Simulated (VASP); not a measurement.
Wanted: the native input for a VASP 6.6.1 run.

| Property | Result |
| --- | --- |
| Task | relaxation of cell and atoms |
| Functional | PBE |
| Potentials or basis | VASP PAW PBE potentials, release 64 (Si, Mo_sv) |
| Cutoff | 500 eV |
| k mesh | 5 × 5 × 5 |
| Occupations | gaussian, width 0.2 eV |
| Spin | no spin polarisation |
| Dipole correction | no |
| Further INCAR settings | ALGO = Normal; EDIFF = 1e-07; IBRION = 2; EDIFFG = -0.08; NSW = 36; ISIF = 3 |

The structure of SiMo3 lies in POSCAR:

```
SiMo3
1.0
   -2.6951711400      2.6951711400      2.6951711400
    2.6951711400     -2.6951711400      2.6951711400
    2.6951711400      2.6951711400     -2.6951711400
Si Mo
1 3
Direct
    0.0000000000      0.0000000000      0.0000000000
    0.0000000000      0.5000000000      0.5000000000
    0.5000000000      0.0000000000      0.5000000000
    0.5000000000      0.5000000000      0.0000000000
```

The input as run:

INCAR

```
SYSTEM = SiMo3
  ALGO = Normal
  EDIFF = 1E-7
  EDIFFG = -0.08
  ENCUT = 500
  GGA = PE
  GGA_COMPAT = .False.
  IBRION = 2
  ISIF = 3
  ISMEAR = 0
  LASPH = .True.
  LCHARG = .False.
  LREAL = .False.
  LWAVE = .False.
  NELM = 120
  NELMIN = 4
  NSW = 36
  PREC = Accurate
  SIGMA = 0.2
```

KPOINTS

```
k-points
0
Gamma
  5 5 5
  0 0 0
```

Potentials or basis: VASP PAW PBE potentials, release 64 (Si, Mo_sv).

Command:

```sh
$ cat potpaw_PBE.64/Si/POTCAR potpaw_PBE.64/Mo_sv/POTCAR > POTCAR
$ mpirun -np 1 vasp_std > vasp.out
```

It gave:

```json
{"Relaxed volume": "17.09 Å³/atom", "Relaxed cell": "a = 4.461 Å, b = 4.461 Å, c = 4.461 Å, α = 109.47°, β = 109.47°, γ = 109.47°", "Space group after relaxing (to 0.05 Å)": "Im-3m (No. 229)", "Energy gained by relaxing": "155.4 meV/atom", "Ionic steps": "4", "Pressure after relaxing": "-0.3 GPa", "Band gap on the k mesh": "zero (band 23 reaches 11.00 eV, above the bottom of band 24 at 10.02 eV)"}
```

It took 2.2 min on 1 thread of Intel Xeon 8259CL, on a shared host, peak memory 0.22 GiB.
